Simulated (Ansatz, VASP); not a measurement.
**Hf: VASP beside Ansatz**

Contents of INCAR:

```
PREC     = Accurate       # precision mode
ENCUT    = 520            # plane-wave cutoff, eV
EDIFF    = 1E-7           # SCF threshold, eV
ISMEAR   = 0              # smearing method
SIGMA    = 0.15           # smearing width, eV
LREAL    = F              # projectors in reciprocal space
LASPH    = T              # aspherical terms in the spheres
NELM     = 60             # most SCF steps
ALGO     = Normal         # electronic algorithm
ISIF     = 2              # what is computed and relaxed
LWAVE    = F              # write WAVECAR
LCHARG   = F              # write CHGCAR
GGA      = PS             # functional
NBANDS   = 11             # bands
```

File KPOINTS:

```
regular mesh
0
Gamma
  18 18 18
```

File POSCAR:

```
Hf
1.0
    0.0000000000      2.2200000000      2.0424000000
    2.2200000000      0.0000000000      2.0424000000
    2.2200000000      2.2200000000      0.0000000000
Hf
1
Direct
    0.0000000000      0.0000000000      0.0000000000
```

Input for Ansatz:

```yaml
crystal:
  lattice:
    - [0.0, 2.22, 2.0424]
    - [2.22, 0.0, 2.0424]
    - [2.22, 2.22, 0.0]
  atoms:
    - { symbol: Hf, position: [0.0, 0.0, 0.0] }
basis:
  ecutwfc: 420
kpoints:
  mp_grid: { grid: [18, 18, 18] }
hamiltonian:
  xc: pbesol
scf:
  occupations: { method: gaussian, width: 0.15 }
output:
  forces: true
  stress: true
  eigenvalues: true
```

Change from the starting cell: strain +0.000 along x and y, -0.080 along z, atoms carried along.

Alike in both runs: task single point; functional PBEsol; k mesh 18 × 18 × 18; occupations gaussian, width 0.15 eV; no spin polarisation.

|  | VASP | Ansatz |
| --- | --- | --- |
| version | VASP 6.6.1 | Ansatz 0.2.0 |
| potentials or method | VASP PAW PBE potentials, release 64 (Hf_pv), cutoff 520 eV | scalar-relativistic, plane waves, PAW |
| valence electrons in the cell | 10 | 26 |

```csv
,VASP,Ansatz,Ansatz less VASP
gap on the k mesh at the Fermi level (eV),none,none,-
pressure (GPa),7.8,8.2,+0.38
"traceless stress, the component that is largest in VASP (GPa)",2.61,2.55,-0.058
```

VASP's potentials were made for PBE, not for PBEsol. A gap of «none» marks a metal or a gap that the smearing closes. With one functional, cell and mesh, what is left measures potentials, basis and numerics. VASP's potentials hold 10 valence electrons a cell and Ansatz's 26, so a difference there can come from the potentials and not from the codes.

Neither program's run includes spin-orbit coupling.
